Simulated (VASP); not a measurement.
Set up this calculation in VASP 6.6.1, as the native input.

| Item | Value |
| --- | --- |
| Task | single point |
| Functional | PBE-based screened hybrid with 25 % exact exchange |
| Potentials or basis | VASP PAW PBE potentials, release 64 (Zn) |
| Cutoff | 400 eV |
| k mesh | 6 × 6 × 6 |
| Occupations | fermi-dirac, width 0.05 eV |
| Spin | no spin polarisation |
| Dipole correction | no |
| Grid for exact exchange (PRECFOCK) | Normal |
| Share of exact exchange | 0.25 |
| Further INCAR settings | ALGO = Normal; EDIFF = 1e-06; NBANDS = 12 |
| Screening parameter | 0.3 1/Å |

The system is Zn.

```
Zn
1.0
     0.00000    1.96361    1.96361
     1.96361    0.00000    1.96361
     1.96361    1.96361    0.00000
Zn
1
Direct
  0.00000 0.00000 0.00000
```

This isn't the form of Zn at room conditions, which is hcp.

One way to write it, as run:

POSCAR

```
Zn
1.0
    0.0000000000      1.9636139922      1.9636139922
    1.9636139922      0.0000000000      1.9636139922
    1.9636139922      1.9636139922      0.0000000000
Zn
1
Direct
    0.0000000000      0.0000000000      0.0000000000
```

INCAR.step1

```
SYSTEM = Zn
ALGO = Normal
EDIFF = 1E-5
ENCUT = 400
GGA = PE
GGA_COMPAT = .False.
ISIF = 2
ISMEAR = -1
LASPH = .True.
LCHARG = .False.
LREAL = .False.
LWAVE = .True.
NBANDS = 12
NELM = 120
PREC = Accurate
SIGMA = 0.05
```

INCAR.step2

```
SYSTEM = Zn
AEXX = 0.25
ALGO = Normal
EDIFF = 1E-6
ENCUT = 400
GGA = PE
GGA_COMPAT = .False.
HFSCREEN = 0.3
ISIF = 2
ISMEAR = -1
ISTART = 1
LASPH = .True.
LCHARG = .False.
LHFCALC = .True.
LREAL = .False.
LWAVE = .False.
NBANDS = 12
NELM = 120
PREC = Accurate
PRECFOCK = Normal
SIGMA = 0.05
```

KPOINTS

```
k-points
0
Gamma
  6 6 6
  0 0 0
```

Potentials or basis: VASP PAW PBE potentials, release 64 (Zn).

Command:

```bash
$ cat potpaw_PBE.64/Zn/POTCAR > POTCAR
$ cp INCAR.step1 INCAR
$ mpirun -np 1 vasp_std > vasp.out
$ cp INCAR.step2 INCAR
$ mpirun -np 1 vasp_std > vasp.out
```

It gave:

```
Pressure               : -0.8 GPa
Band gap on the k mesh : zero (bands 6 and 7 overlap by 2.02 eV)
```

Caveat: the k points lie up to 0.46 Å⁻¹ apart, too coarse for converged energies and pressures of a metal; the PAW data sets were made with another functional, which shifts forces and pressure a little.

Wall time 5.8 min on 1 thread of Intel(R) Xeon(R) Platinum 8375C CPU @ 2.90GHz (Ice Lake), with other jobs on the host, peak memory 0.21 GiB.
